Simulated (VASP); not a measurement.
Se, 1 atom in the cell. Symmetry: Pm-3m, No. 221, cubic system. Conventional cell: a = 2.811 Å, b = 2.811 Å, c = 2.811 Å, α = 90.00°, β = 90.00°, γ = 90.00°. Se (site symmetry m-3m) has 6 Se at 2.81 Å within 3.7 Å. This isn't the form of Se at room conditions, which is trigonal, of chains.

```yaml
Program: VASP 6.6.1
Task: single point
Functional: LDA
Potentials_or_basis: VASP PAW LDA potentials, release 64 (Se)
Cutoff: 520 eV
k_mesh: 18 × 18 × 18
Occupations: fermi-dirac, width 0.02 eV
Spin: no spin polarisation
Dipole_correction: no
Further_INCAR_settings: ALGO = Normal; EDIFF = 1e-07; NBANDS = 9
```

Potentials or basis: VASP PAW LDA potentials, release 64 (Se).

Command:

```bash
$ cat potpaw_LDA.64/Se/POTCAR > POTCAR
$ mpirun -np 1 vasp_std > vasp.out
```

Hardware: 1 thread of Intel Xeon 8259CL (shared host).

How long does it take, and how much memory?

Wall time 33 s on 1 thread of Intel Xeon 8259CL, with other jobs on the host, peak memory 0.16 GiB. Counts: scf iterations 10, k points 220.
